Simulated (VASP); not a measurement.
Here is a VASP 6.6.1 calculation.

Contents of INCAR:

```
ALGO = Normal ; EDIFF = 1E-6
ENCUT = 400 ; GGA = PE
GGA_COMPAT = False ; ISIF = 2
ISMEAR = 0 ; LASPH = True
LCHARG = True ; LELF = True
LREAL = False ; LVHAR = True
LWAVE = False ; NBANDS = 12
NELM = 120 ; PREC = Accurate
SIGMA = 0.1
```

Contents of KPOINTS:

```
k-points
0
Gamma
  6 6 6
```

Contents of POSCAR:

```
Zn
1.0
   -2.7692641567      4.7965062189      0.0000000000
   -5.5385283134      0.0000000000      0.0000000000
   -2.7692641567      1.5988354063      4.7790402294
Zn
1
Direct
    0.5000000000      0.5000000000      0.5000000000
```

Potentials or basis: VASP PAW PBE potentials, release 64 (Zn).

Command:

```bash
$ cat potpaw_PBE.64/Zn/POTCAR > POTCAR
$ mpirun -np 1 vasp_std > vasp.out
```

**Question.** What does it give for the pressure?

**Answer.** -0.1 GPa.

**Question.** What does it give for the band gap on the k mesh?

**Answer.** 3.64 eV, indirect (least direct gap 3.80 eV).
